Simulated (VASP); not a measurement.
# Li5Mg11 in VASP: notebook, part 2 of 2

VASP 6.6.1. Earlier steps stand in the parts before.

### Step 5. Single point, PBE

Input file INCAR:

```
ALGO     = Normal         # electronic algorithm
EDIFF    = 1E-6           # SCF threshold, eV
ENCUT    = 650            # plane-wave cutoff, eV
GGA      = PE             # functional
GGA_COMPAT= False        
ISIF     = 2              # what is computed and relaxed
ISMEAR   = -1             # smearing method
ISYM     = -1           
LASPH    = True           # aspherical terms in the spheres
LCHARG   = False          # write CHGCAR
LREAL    = Auto         
LWAVE    = False          # write WAVECAR
NBANDS   = 32             # bands
NELM     = 120            # most SCF steps
PREC     = Accurate       # precision mode
SIGMA    = 0.0698         # smearing width, eV
```

Input file KPOINTS:

```
explicit points
1
Reciprocal
  0.25000000   0.25000000   0.25000000 1
```

Input file POSCAR:

```
Li5Mg11
1.0
    6.9874180000      0.1521120000      0.1432780000
    0.1521120000      7.2620990000     -0.0841100000
    0.1432780000     -0.0841100000      7.1109010000
Mg Li
11 5
Direct
    0.5320208447      0.8007145593      0.2017733363
    0.7549163035      0.4483142581      0.0314511219
    1.0115025645      0.6513442702      0.6610539933
    0.0422108144      0.2019481072      0.7604912478
    0.2058818344      0.8757335248      0.4356634426
    0.3170000175      0.5284573839      0.9115960723
    0.2577575837      0.1447469344      0.0950967639
    1.0249164427      0.7310625544      0.1091515257
    0.6259959589      0.7650207081      0.6126812120
    0.3687450885      0.5018167152      0.3938677736
    0.4250287230      0.1355361874      0.5579500662
    0.6944806115      0.0718028712      0.9152109622
    0.2621166788      0.8930411189      0.8211164992
    0.6657595164      0.4021250015      0.6815905666
    0.8796650797      0.1023342467      0.3317684609
    0.8334337377      0.5292789114      0.3687685893
```

Potentials or basis: VASP PAW PBE potentials, release 64 (Mg, Li_sv).

The run is started by

```bash
> cat potpaw_PBE.64/Mg/POTCAR potpaw_PBE.64/Li_sv/POTCAR > POTCAR
> mpirun -np 1 vasp_std > vasp.out
```

OUTCAR:

```text
EDIFF = 1E-6
   ENCUT = 650
   GGA = PE
   ISIF = 2
   ISMEAR = -1
   ISYM = -1
   LASPH = True
   LREAL = Auto
   NELM = 120
   PREC = Accurate

 ion  position               nearest neighbor table
   1  0.532  0.801  0.202-   5 2.79  10 2.85   9 3.04  12 3.08  16 3.11   2 3.13   7 3.21   6 3.28
                             8 3.50  11 3.51
   2  0.755  0.448  0.031-  16 2.54  14 2.61  12 2.89   8 2.91   1 3.13   4 3.19   6 3.24   3 3.51

[... 203 lines left out ...]
  Total        1.5595206      7.4908693      5.1209621      5.4933579      2.3941356      5.3856474
  in kB        6.9317004     33.2951424     22.7614656     24.4166768     10.6413665     23.9379292
  external PRESSURE =      20.9961028 kB  Pullay stress =       0.0000000 kB

 VOLUME and BASIS-vectors are now :
 -----------------------------------------------------------------------------
  energy-cutoff  :      650.00
  volume of cell :      360.46
      direct lattice vectors                 reciprocal lattice vectors
     6.987418000  0.152112000  0.143278000     0.143240350 -0.003034157 -0.002922048
     0.152112000  7.262099000 -0.084110000    -0.003034157  0.137784372  0.001690893
     0.143278000 -0.084110000  7.110901000    -0.002922048  0.001690893  0.140708032

 POSITION                                       TOTAL-FORCE (eV/Angst)
 -----------------------------------------------------------------------------------
      3.86816      5.87882      1.44367         0.456638      0.194102     -0.600293
      5.34762      3.36789      0.29410        -0.246645     -0.134866     -0.401184
      0.27416      4.67627      4.64755        -0.219630     -0.409333      0.871300
      0.43462      1.40902      5.39684        -0.505579      0.284018     -0.528676
      1.63421      6.35434      3.05380        -0.338892      0.350360     -0.455504
      2.42601      3.80926      6.48324         0.717453     -0.754165      0.039720
[... 8 lines left out ...]
      6.20969      0.84906      2.47660        -0.376036     -0.051223      0.281698
      5.95690      3.93943      2.69717         0.063202     -0.217348      0.241999
 -----------------------------------------------------------------------------------
    total drift:                               -0.016266      0.008940     -0.001284

  FREE ENERGIE OF THE ION-ELECTRON SYSTEM (eV)
  ---------------------------------------------------
  free  energy   TOTEN  =       -23.4114564859 eV

  energy  without entropy=      -23.2583040143  energy(sigma->0) =      -23.33488025
```

OSZICAR:

```text
N       E                     dE             d eps       ncg     rms          rms(c)
DAV:   1     0.135506437675E+03    0.13551E+03   -0.14008E+04    64   0.109E+03
DAV:   2     0.309743448990E+01   -0.13241E+03   -0.12443E+03    72   0.232E+02
DAV:   3    -0.194571308957E+02   -0.22555E+02   -0.22206E+02   104   0.509E+01
DAV:   4    -0.241008927805E+02   -0.46438E+01   -0.45783E+01   112   0.281E+01
DAV:   5    -0.245843486850E+02   -0.48346E+00   -0.48338E+00   104   0.677E+00    0.368E+00
DAV:   6    -0.236289440030E+02    0.95540E+00   -0.13822E+00    80   0.347E+00    0.197E+00
DAV:   7    -0.234184941245E+02    0.21045E+00   -0.71925E-01    88   0.222E+00    0.699E-01
DAV:   8    -0.234139404845E+02    0.45536E-02   -0.14243E-01    88   0.117E+00    0.384E-01
DAV:   9    -0.234118802223E+02    0.20603E-02   -0.47718E-03    80   0.267E-01    0.176E-01
DAV:  10    -0.234114590543E+02    0.42117E-03   -0.12898E-03    88   0.138E-01    0.254E-02
DAV:  11    -0.234114542543E+02    0.48000E-05   -0.13853E-04    96   0.424E-02    0.862E-03
DAV:  12    -0.234114561445E+02   -0.18902E-05   -0.78675E-06    80   0.113E-02    0.273E-03
DAV:  13    -0.234114564859E+02   -0.34144E-06   -0.11465E-06    56   0.383E-03
   1 F= -.23411456E+02 E0= -.23334880E+02  d E =-.153152E+00
```

Run time: 55 s. Hardware: 1 thread of AMD EPYC 7R13 (Zen 3), shared host; peak memory 0.42 GiB.

What came out:

| Item | Value |
| --- | --- |
| Free energy | -23.4115 eV |
| Pressure | 2.1 GPa |
| Largest force | 1.042 eV/Å |
| Band gap on the k mesh | zero (an odd number of electrons rules out a gap without spin polarisation) |

Forces in eV/Å, atoms in the order of the input:
```
Mg   0.457  0.194 -0.600
Mg  -0.247 -0.135 -0.401
Mg  -0.220 -0.409  0.871
Mg  -0.506  0.284 -0.529
Mg  -0.339  0.350 -0.456
Mg   0.717 -0.754  0.040
Mg   0.289  0.338  0.798
Mg  -0.193  0.648  0.043
Mg  -0.561  0.583  0.187
Mg  -0.088 -0.702 -0.182
Mg   0.858  0.565  0.017
Li  -0.126 -0.226 -0.169
Li   0.219 -0.123  0.112
Li   0.051 -0.344 -0.255
Li  -0.376 -0.051  0.282
Li   0.063 -0.217  0.242
```

Caveat: the atoms stand as in a frame of molecular dynamics.

### Step 6. The runs side by side

| cell | smearing | gap on the mesh (eV) | pressure (GPa) | largest force (eV/Å) |
| --- | --- | --- | --- | --- |
| as given, atomic positions A | fermi-dirac 0.0974 eV | none | 2.5 | 1.74 |
| as given, atomic positions B | fermi-dirac 0.0698 eV | none | 2.3 | 1.95 |
| as given, atomic positions C | fermi-dirac 0.0698 eV | none | 2.6 | 1.18 |
| as given, atomic positions D | fermi-dirac 0.0698 eV | none | 2.1 | 1.04 |

Alike in all rows: task single point; level PBE; potentials or basis VASP PAW PBE potentials, release 64 (Mg, Li_sv); no spin polarisation; k mesh 1 × 1 × 1, shifted; cutoff (eV) 650.

Caveats: the atoms stand as in a frame of molecular dynamics.

Total energies depend on the potentials used, so only differences within one code and one set of settings carry meaning.
